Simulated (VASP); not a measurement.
# KMgF3 (Pm-3m) in VASP: settings compared, part 2 of 2

VASP 6.6.1.

## (4) Single point, r2SCAN

This run uses another cell than the first one, of 12.61 Å³/atom.

POSCAR reads:

```
KMgF3
1.0
    3.9802385496      0.0000000000      0.0000000000
    0.0000000000      3.9802385496      0.0000000000
    0.0000000000      0.0000000000      3.9802385496
K Mg F
1 1 3
Direct
    0.0000000000      0.0000000000      0.0000000000
    0.5000000000      0.5000000000      0.5000000000
    0.5000000000      0.5000000000      0.0000000000
    0.5000000000      0.0000000000      0.5000000000
    0.0000000000      0.5000000000      0.5000000000
```

INCAR.step1 reads:

```
PREC = Accurate
ENCUT = 520
ISMEAR = -1
SIGMA = 0.02
LREAL = False
LASPH = True
NELM = 100
NBANDS = 24
GGA = PE
ALGO = Normal
EDIFF = 1E-4
LWAVE = True
LCHARG = False
```

INCAR.step2 reads:

```
PREC = Accurate
ENCUT = 520
EDIFF = 1E-7
ISMEAR = -1
SIGMA = 0.02
LREAL = False
LASPH = True
NELM = 100
ALGO = Normal
ISIF = 2
LWAVE = False
LCHARG = False
METAGGA = R2SCAN
LMIXTAU = True
NBANDS = 24
ISTART = 1
```

KPOINTS reads:

```
Automatic mesh
0
Gamma
  6 6 6
```

Potentials or basis: VASP PAW PBE potentials, release 64 (K_sv, Mg, F).

The run is started by

```console
> cat potpaw_PBE.64/K_sv/POTCAR potpaw_PBE.64/Mg/POTCAR potpaw_PBE.64/F/POTCAR > POTCAR
> cp INCAR.step1 INCAR
> mpirun -np 1 vasp_std > vasp.out
> cp INCAR.step2 INCAR
> mpirun -np 1 vasp_std > vasp.out
```

OUTCAR:

```text
PREC = Accurate
   ENCUT = 520
   EDIFF = 1E-7
   ISMEAR = -1
   LREAL = False
   LASPH = True
   NELM = 100
   ISIF = 2
   METAGGA = R2SCAN
   ISTART = 1

 ion  position               nearest neighbor table
   1  0.000  0.000  0.000-   3 2.81   4 2.81   5 2.81   4 2.81   5 2.81   3 2.81   5 2.81   5 2.81
                             3 2.81   4 2.81   4 2.81   3 2.81   2 3.45   2 3.45   2 3.45   2 3.45
   2  0.500  0.500  0.500-   3 1.99   4 1.99   5 1.99   3 1.99   4 1.99   5 1.99   1 3.45   1 3.45
                             1 3.45   1 3.45   1 3.45   1 3.45   1 3.45   1 3.45
   3  0.500  0.500  0.000-   2 1.99   2 1.99   1 2.81   1 2.81   1 2.81   1 2.81
   4  0.500  0.000  0.500-   2 1.99   2 1.99   1 2.81   1 2.81   1 2.81   1 2.81
   5  0.000  0.500  0.500-   2 1.99   2 1.99   1 2.81   1 2.81   1 2.81   1 2.81

  LATTYP: Found a simple cubic cell.
 ALAT       =     3.9802385496

  Lattice vectors:

 A1 = (   3.9802385496,   0.0000000000,   0.0000000000)
 A2 = (   0.0000000000,   3.9802385496,   0.0000000000)
 A3 = (   0.0000000000,   0.0000000000,   3.9802385496)

Analysis of symmetry for initial positions (statically):
=====================================================================
 Subroutine PRICEL returns:
 Original cell was already a primitive cell.

 Routine SETGRP: Setting up the symmetry group for a
 simple cubic supercell.

 Subroutine GETGRP returns: Found 48 space group operations
 (whereof 48 operations were pure point group operations)
 out of a pool of 48 trial point group operations.

The static configuration has the point symmetry O_h .

Analysis of symmetry for dynamics (positions and initial velocities):
=====================================================================
 Subroutine PRICEL returns:
 Original cell was already a primitive cell.

[... 124 lines left out ...]
   EFERMI_NEDOS =   21; number of points for ismear=-14 and -15
   IALGO  =     38    algorithm
   IMIX   =      4    mixing-type and parameters
     AMIX     =   0.40;   BMIX     =  1.00
     AMIX_MAG =   1.60;   BMIX_MAG =  1.00
  volume/ion in A,a.u.               =      12.61        85.10
  Fermi-wavevector in a.u.,A,eV,Ry     =   1.305817  2.467637 23.200091  1.705159
  Thomas-Fermi vector in A             =   2.436661
   LORBIT       =      0    0 simple, 1 ext, 2 COOP (PROOUT), +10 PAW based schemes
   METAGGA = R2SCAN    functional components
   LHFCALC =     F    Hartree Fock is set to
   AEXX    =    0.0000 exact exchange contribution
   IVDW    =     0    specifies the selected vdW correction
   LEPSILON=     F    determine dielectric tensor
   LRPA    =     F    only Hartree local field effects (RPA)
 non-spin polarized calculation
  energy-cutoff  :      520.00
  volume of cell :       63.06
 maximum number of plane-waves:      1743
 NGX is ok and might be reduce to    30
   NGX = 15   NGY = 15   NGZ = 15

 number of electron      31.9999959 magnetization

 Free energy of the ion-electron system (eV)
  ---------------------------------------------------
  ext. energy  EPLUGINS =         0.00000000
  ---------------------------------------------------
  free energy    TOTEN  =       -37.41569356 eV

  energy without entropy =      -37.41569356  energy(sigma->0) =      -37.41569356

 E-fermi :  -1.7486     XC(G=0): -10.2272

 val. band max:       -2.1954536140   @ k =   0.5000   0.5000   0.5000
 cond. band min:       6.0862928197   @ k =   0.0000   0.0000   0.0000
 fundamental gap:      8.2817464337
 Fermi energy:        -1.7485565035

 k-point     1 :       0.0000    0.0000    0.0000
  band No.  band energies     occupation
      1     -28.7861      2.00000
      2     -23.4472      2.00000
      3     -22.8114      2.00000
      4     -22.8114      2.00000
      5     -11.5135      2.00000
      6     -11.5135      2.00000
[... 529 lines left out ...]
     23      14.0704      0.00000
     24      14.0704      0.00000

------------------------ aborting loop because EDIFF is reached ----------------------------------------

  FORCE on cell =-STRESS in cart. coord.  units (eV):
  Direction    XX          YY          ZZ          XY          YZ          ZX
  --------------------------------------------------------------------------------------
  -------------------------------------------------------------------------------------
  Total       -0.2301978     -0.2301978     -0.2301978      0.0000000     -0.0000000      0.0000000
  in kB       -5.8490391     -5.8490391     -5.8490391      0.0000000     -0.0000000      0.0000000
  external PRESSURE =      -5.8490391 kB  Pullay stress =       0.0000000 kB

 VOLUME and BASIS-vectors are now :
 -----------------------------------------------------------------------------
  energy-cutoff  :      520.00
  volume of cell :       63.06
      direct lattice vectors                 reciprocal lattice vectors
     3.980238550  0.000000000  0.000000000     0.251241223  0.000000000  0.000000000
     0.000000000  3.980238550  0.000000000     0.000000000  0.251241223  0.000000000
     0.000000000  0.000000000  3.980238550     0.000000000  0.000000000  0.251241223

 POSITION                                       TOTAL-FORCE (eV/Angst)
 -----------------------------------------------------------------------------------
      0.00000      0.00000      0.00000         0.000000      0.000000      0.000000
      1.99012      1.99012      1.99012         0.000000      0.000000      0.000000
      1.99012      1.99012      0.00000         0.000000      0.000000      0.000000
      1.99012      0.00000      1.99012         0.000000      0.000000      0.000000
      0.00000      1.99012      1.99012         0.000000      0.000000      0.000000
 -----------------------------------------------------------------------------------
    total drift:                                0.000000      0.000000     -0.000000

  FREE ENERGIE OF THE ION-ELECTRON SYSTEM (eV)
  ---------------------------------------------------
  free  energy   TOTEN  =       -37.4156935593 eV

  energy  without entropy=      -37.4156935593  energy(sigma->0) =      -37.41569356
```

Run time: 2 min. Hardware: 1 thread of Intel Xeon Platinum 8488C (Sapphire Rapids), shared host; peak memory 0.18 GiB.

What came out:

| Property | Result |
| --- | --- |
| Free energy | -37.4157 eV |
| Pressure | -0.6 GPa |
| Band gap on the k mesh | 8.28 eV (least direct gap 8.60 eV) |

Levels at points of the mesh, in eV from the valence-band top:
| k point | band 12 | band 13 | band 14 | band 15 | band 16 | band 17 | band 18 | band 19 | band 20 | band 21 |
| --- | --- | --- | --- | --- | --- | --- | --- | --- | --- | --- |
| (0.00, 0.00, 0.00) | -0.64 | -0.64 | -0.32 | -0.32 | -0.32 | 8.28 | 10.84 | 10.84 | 13.18 | 13.18 |
| (0.50, 0.00, 0.00) | -0.88 | -0.87 | -0.87 | -0.53 | -0.53 | 11.04 | 11.52 | 11.91 | 13.79 | 13.79 |
| (0.50, 0.50, 0.00) | -1.04 | -1.04 | -0.90 | -0.90 | -0.02 | 11.90 | 12.57 | 13.70 | 13.70 | 13.81 |
| (0.50, 0.50, 0.50) | -1.12 | -1.12 | 0.00 | 0.00 | 0.00 | 11.39 | 11.39 | 11.39 | 15.03 | 15.03 |

Caveat: the PAW data sets were made with another functional, which shifts forces and pressure a little. A k mesh can miss the band edges.

## (5) Single point, r2SCAN

This run uses another cell than the first one, of 12.61 Å³/atom.

POSCAR is that of step 4.

INCAR.step1 reads:

```
SYSTEM = KMgF3
ALGO = Normal
EDIFF = 1E-4
ENCUT = 520
GGA = PE
ISMEAR = 0
LASPH = .True.
LCHARG = .False.
LREAL = .False.
LWAVE = .True.
NBANDS = 24
NELM = 80
PREC = Accurate
SIGMA = 0.01
```

INCAR.step2 reads:

```
SYSTEM = KMgF3
ALGO = Normal
EDIFF = 1E-6
ENCUT = 520
ISIF = 2
ISMEAR = 0
ISTART = 1
LASPH = .True.
LCHARG = .False.
LMIXTAU = .True.
LREAL = .False.
LWAVE = .False.
METAGGA = R2SCAN
NBANDS = 24
NELM = 80
PREC = Accurate
SIGMA = 0.01
```

KPOINTS reads:

```
k-points
0
Gamma
  6 6 6
  0 0 0
```

Potentials or basis: VASP PAW PBE potentials, release 64 (K_sv, Mg, F).

The run is started by

```console
> cat potpaw_PBE.64/K_sv/POTCAR potpaw_PBE.64/Mg/POTCAR potpaw_PBE.64/F/POTCAR > POTCAR
> cp INCAR.step1 INCAR
> mpirun -np 1 vasp_std > vasp.out
> cp INCAR.step2 INCAR
> mpirun -np 1 vasp_std > vasp.out
```

OUTCAR:

```text
SYSTEM = KMgF3
   EDIFF = 1E-6
   ENCUT = 520
   ISIF = 2
   ISMEAR = 0
   ISTART = 1
   LASPH = .True.
   LREAL = .False.
   METAGGA = R2SCAN
   NELM = 80
   PREC = Accurate

 ion  position               nearest neighbor table
   1  0.000  0.000  0.000-   3 2.81   4 2.81   5 2.81   4 2.81   5 2.81   3 2.81   5 2.81   5 2.81
                             3 2.81   4 2.81   4 2.81   3 2.81   2 3.45   2 3.45   2 3.45   2 3.45
   2  0.500  0.500  0.500-   3 1.99   4 1.99   5 1.99   3 1.99   4 1.99   5 1.99   1 3.45   1 3.45
                             1 3.45   1 3.45   1 3.45   1 3.45   1 3.45   1 3.45
   3  0.500  0.500  0.000-   2 1.99   2 1.99   1 2.81   1 2.81   1 2.81   1 2.81
   4  0.500  0.000  0.500-   2 1.99   2 1.99   1 2.81   1 2.81   1 2.81   1 2.81
   5  0.000  0.500  0.500-   2 1.99   2 1.99   1 2.81   1 2.81   1 2.81   1 2.81

  LATTYP: Found a simple cubic cell.
 ALAT       =     3.9802385496

  Lattice vectors:

 A1 = (   3.9802385496,   0.0000000000,   0.0000000000)
 A2 = (   0.0000000000,   3.9802385496,   0.0000000000)
 A3 = (   0.0000000000,   0.0000000000,   3.9802385496)

Analysis of symmetry for initial positions (statically):
=====================================================================
 Subroutine PRICEL returns:
 Original cell was already a primitive cell.

 Routine SETGRP: Setting up the symmetry group for a
 simple cubic supercell.

 Subroutine GETGRP returns: Found 48 space group operations
 (whereof 48 operations were pure point group operations)
 out of a pool of 48 trial point group operations.

The static configuration has the point symmetry O_h .

Analysis of symmetry for dynamics (positions and initial velocities):
=====================================================================
 Subroutine PRICEL returns:
 Original cell was already a primitive cell.

 Routine SETGRP: Setting up the symmetry group for a
 simple cubic supercell.

 Subroutine GETGRP returns: Found 48 space group operations
 (whereof 48 operations were pure point group operations)
 out of a pool of 48 trial point group operations.

The dynamic configuration has the point symmetry O_h .

 Subroutine INISYM returns: Found 48 space group operations
 (whereof 48 operations are pure point group operations),
 and found     1 'primitive' translations

----------------------------------------------------------------------------------------

                                     Primitive cell

  volume of cell :      63.0561

  direct lattice vectors                    reciprocal lattice vectors
     3.980238550  0.000000000  0.000000000     0.251241223  0.000000000  0.000000000
     0.000000000  3.980238550  0.000000000     0.000000000  0.251241223  0.000000000
     0.000000000  0.000000000  3.980238550     0.000000000  0.000000000  0.251241223

  length of vectors
     3.980238550  3.980238550  3.980238550     0.251241223  0.251241223  0.251241223

  position of ions in fractional coordinates (direct lattice)
     0.000000000  0.000000000  0.000000000
     0.500000000  0.500000000  0.500000000
     0.500000000  0.500000000  0.000000000
     0.500000000  0.000000000  0.500000000
     0.000000000  0.500000000  0.500000000

  ion indices of the primitive-cell ions
   primitive index   ion index
                 1           1
[... 30 lines left out ...]

 Following reciprocal coordinates:
            Coordinates               Weight
  0.000000  0.000000  0.000000      1.000000
  0.166667  0.000000  0.000000      6.000000
  0.333333  0.000000  0.000000      6.000000
  0.500000  0.000000  0.000000      3.000000
  0.166667  0.166667  0.000000     12.000000
  0.333333  0.166667  0.000000     24.000000
[... 12 lines left out ...]
  0.500000  0.500000  0.333333      6.000000
  0.500000  0.500000  0.500000      1.000000
   k-points           NKPTS =     20   k-points in BZ     NKDIM =     20   number of bands    NBANDS=     24
   number of dos      NEDOS =    301   number of ions     NIONS =      5
   total plane-waves  NPLWV =  27000
   dimension x,y,z NGX =    30 NGY =   30 NGZ =   30
   dimension x,y,z NGXF=    60 NGYF=   60 NGZF=   60
   ions per type =               1   1   3
   NGX,Y,Z   is equivalent  to a cutoff of  12.53, 12.53, 12.53 a.u.
   NGXF,Y,Z  is equivalent  to a cutoff of  25.06, 25.06, 25.06 a.u.
 SYSTEM =  KMgF3
   PREC   = accura    normal or accurate (medium, high low for compatibility)
   ISTART =      1    job   : 0-new  1-cont  2-samecut
   ICHARG =      0    charge: 1-file 2-atom 10-const
   ISPIN  =      1    spin polarized calculation?
   LNONCOLLINEAR =      F non collinear calculations
   LSORBIT =      F    spin-orbit coupling
   LASPH  =      T    aspherical Exc in radial PAW
   ENCUT  =  520.0 eV  38.22 Ry    6.18 a.u.   7.40  7.40  7.40*2*pi/ulx,y,z
   NELM   =     80;   NELMIN=  2; NELMDL=  0     # of ELM steps
   EDIFF  = 0.1E-05   stopping-criterion for ELM
   LREAL  =      F    real-space projection
   EDIFFG = 0.1E-04   stopping-criterion for IOM
   NSW    =      0    number of steps for IOM
   IBRION =     -1    ionic relax: 0-MD 1-quasi-New 2-CG
   NFREE  =      0    steps in history (QN), initial steepest desc. (CG)
   ISIF   =      2    stress and relaxation
   ISYM   =      2    0-nonsym 1-usesym 2-fastsym
   POTIM  = 0.5000    time-step for ionic-motion
   TEBEG  =    0.0;   TEEND  =   0.0 temperature during run
   PSTRESS=    0.0 pullay stress
   NELECT =      32.0000    total number of electrons
   NUPDOWN=      -1.0000    fix difference up-down
   EMIN   =  10.00;   EMAX   =-10.00  energy-range for DOS
   EFERMI =   0.00;   METHOD = LEGACY
   ISMEAR =     0;   SIGMA  =   0.01  broadening in eV -4-tet -1-fermi 0-gaus
   EFERMI_NEDOS =   21; number of points for ismear=-14 and -15
   IALGO  =     38    algorithm
   IMIX   =      4    mixing-type and parameters
     AMIX     =   0.40;   BMIX     =  1.00
     AMIX_MAG =   1.60;   BMIX_MAG =  1.00
  volume/ion in A,a.u.               =      12.61        85.10
  Fermi-wavevector in a.u.,A,eV,Ry     =   1.305817  2.467637 23.200091  1.705159
  Thomas-Fermi vector in A             =   2.436661
   LORBIT       =      0    0 simple, 1 ext, 2 COOP (PROOUT), +10 PAW based schemes
   METAGGA = R2SCAN    functional components
   LHFCALC =     F    Hartree Fock is set to
   AEXX    =    0.0000 exact exchange contribution
   IVDW    =     0    specifies the selected vdW correction
   LEPSILON=     F    determine dielectric tensor
   LRPA    =     F    only Hartree local field effects (RPA)
 non-spin polarized calculation
 Gauss-broadening in eV      SIGMA  =   0.01
  energy-cutoff  :      520.00
  volume of cell :       63.06
 maximum number of plane-waves:      1743
 NGX is ok and might be reduce to    30
   NGX = 15   NGY = 15   NGZ = 15

 number of electron      31.9999959 magnetization

 Free energy of the ion-electron system (eV)
  ---------------------------------------------------
  ext. energy  EPLUGINS =         0.00000000
  ---------------------------------------------------
  free energy    TOTEN  =       -37.41569355 eV

  energy without entropy =      -37.41569355  energy(sigma->0) =      -37.41569355

 E-fermi :  -2.0466     XC(G=0): -10.2272

 val. band max:       -2.1954371527   @ k =   0.5000   0.5000   0.5000
 cond. band min:       6.0863001412   @ k =   0.0000   0.0000   0.0000
 fundamental gap:      8.2817372939
 Fermi energy:        -2.0465918945

 k-point     1 :       0.0000    0.0000    0.0000
  band No.  band energies     occupation
      1     -28.7861      2.00000
      2     -23.4472      2.00000
      3     -22.8114      2.00000
      4     -22.8114      2.00000
      5     -11.5135      2.00000
      6     -11.5135      2.00000
[... 529 lines left out ...]
     23      14.0705      0.00000
     24      14.0705      0.00000

------------------------ aborting loop because EDIFF is reached ----------------------------------------

  FORCE on cell =-STRESS in cart. coord.  units (eV):
  Direction    XX          YY          ZZ          XY          YZ          ZX
  --------------------------------------------------------------------------------------
  -------------------------------------------------------------------------------------
  Total       -0.2310929     -0.2310929     -0.2310929      0.0000000      0.0000000     -0.0000000
  in kB       -5.8717807     -5.8717807     -5.8717807      0.0000000      0.0000000     -0.0000000
  external PRESSURE =      -5.8717807 kB  Pullay stress =       0.0000000 kB

 VOLUME and BASIS-vectors are now :
 -----------------------------------------------------------------------------
  energy-cutoff  :      520.00
  volume of cell :       63.06
      direct lattice vectors                 reciprocal lattice vectors
     3.980238550  0.000000000  0.000000000     0.251241223  0.000000000  0.000000000
     0.000000000  3.980238550  0.000000000     0.000000000  0.251241223  0.000000000
     0.000000000  0.000000000  3.980238550     0.000000000  0.000000000  0.251241223

 POSITION                                       TOTAL-FORCE (eV/Angst)
 -----------------------------------------------------------------------------------
      0.00000      0.00000      0.00000         0.000000      0.000000      0.000000
      1.99012      1.99012      1.99012         0.000000      0.000000      0.000000
      1.99012      1.99012      0.00000         0.000000      0.000000      0.000000
      1.99012      0.00000      1.99012         0.000000      0.000000      0.000000
      0.00000      1.99012      1.99012         0.000000      0.000000      0.000000
 -----------------------------------------------------------------------------------
    total drift:                                0.000000      0.000000     -0.000000

  FREE ENERGIE OF THE ION-ELECTRON SYSTEM (eV)
  ---------------------------------------------------
  free  energy   TOTEN  =       -37.4156935451 eV

  energy  without entropy=      -37.4156935451  energy(sigma->0) =      -37.41569355
```

Wall time 1.9 min (1 thread of Intel Xeon Platinum 8488C (Sapphire Rapids), shared host); peak memory 0.18 GiB.

What came out:

| Item | Value |
| --- | --- |
| Free energy | -37.4157 eV |
| Pressure | -0.6 GPa |
| Band gap on the k mesh | 8.28 eV (least direct gap 8.60 eV) |

Caveat: the PAW data sets were made with another functional, which shifts forces and pressure a little. A k mesh can miss the band edges.

## (6) The runs side by side

```csv
level,cell,smearing,gap on the mesh (eV),pressure (GPa)
PBEsol,"a = 3.992 Å, 5 atoms",fermi-dirac 0.02 eV,7.09,-0.4
PBE,"a = 4.054 Å, 5 atoms",fermi-dirac 0.02 eV,6.93,-0.4
r2SCAN,"a = 3.980 Å, 5 atoms",fermi-dirac 0.02 eV,8.28,-0.6
r2SCAN,"a = 3.980 Å, 5 atoms",gaussian 0.01 eV,8.28,-0.6
```

Alike in all rows: task single point; potentials or basis VASP PAW PBE potentials, release 64 (K_sv, Mg, F); no spin polarisation; k mesh 6 × 6 × 6; cutoff (eV) 520.

Caveats: the PAW data sets were made with another functional, which shifts forces and pressure a little (at least some runs).

Total energies depend on the potentials used, so only differences within one code and one set of settings carry meaning.
